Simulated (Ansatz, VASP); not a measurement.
Two plane-wave programs on In3Se

The input INCAR:

```
SYSTEM = In3Se
PREC = Accurate ; ENCUT = 500
EDIFF = 1E-6 ; ISMEAR = 0
SIGMA = 0.15 ; LREAL = .False.
LASPH = .True. ; NELM = 120
ALGO = Normal ; ISIF = 2
LWAVE = .False. ; LCHARG = .False.
GGA = PS ; IVDW = 12
NBANDS = 30 ; GGA_COMPAT = .False.
```

KPOINTS

```
Automatic mesh
0
Gamma
  10 10 10
  0 0 0
```

POSCAR

```
In3Se
1.0
    4.0715398836      0.0000000000      0.0000000000
    0.0000000000      4.0715398836      0.0000000000
    0.0000000000      0.0000000000      4.5876505731
In Se
3 1
Direct
    0.0000000000      0.5000000000      0.5000000000
    0.5000000000      0.0000000000      0.5000000000
    0.5000000000      0.5000000000      0.0000000000
    0.0000000000      0.0000000000      0.0000000000
```

Input for Ansatz:

```yaml
crystal:
  lattice:
    - [4.0715398836, 0.0, 0.0]
    - [0.0, 4.0715398836, 0.0]
    - [0.0, 0.0, 4.5876505731]
  atoms:
    - { symbol: In, position: [0.0, 0.5, 0.5] }
    - { symbol: In, position: [0.5, 0.0, 0.5] }
    - { symbol: In, position: [0.5, 0.5, 0.0] }
    - { symbol: Se, position: [0.0, 0.0, 0.0] }
basis:
  ecutwfc: 420
kpoints:
  mp_grid: { grid: [10, 10, 10] }
hamiltonian:
  xc: pbesol
  pseudopotentials: { kind: paw, azcp: { folder: soft_1 } }
  dispersion: d3bj
scf:
  occupations: { method: gaussian, width: 0.15 }
output:
  forces: true
  stress: true
  eigenvalues: true
```

Change from the starting cell: engineering shear strain xy +0.0000, equal normal strain along x and y -0.1125.

Alike in both runs: task single point; functional PBEsol; dispersion D3(BJ); k mesh 10 × 10 × 10; occupations gaussian, width 0.15 eV; no spin polarisation.

|  | VASP | Ansatz |
| --- | --- | --- |
| version | VASP 6.6.1 | Ansatz 0.2.0 |
| potentials or method | VASP PAW PBE potentials, release 64 (In_d, Se), cutoff 500 eV | scalar-relativistic, plane waves, PAW |
| valence electrons in the cell | 45 | 55 |

```csv
,VASP,Ansatz,Ansatz less VASP
gap on the k mesh at the Fermi level (eV),none,none,-
pressure (GPa),21.4,21.3,-0.12
"traceless stress, the component that is largest in VASP (GPa)",-0.40,-0.39,+0.009
```

VASP's potentials were made for PBE, not for PBEsol, and Ansatz warns of the same on its side. A gap of «none» marks a metal or a gap that the smearing closes. VASP's potentials hold 45 valence electrons a cell and Ansatz's 55, so a difference there can come from the potentials and not from the codes.
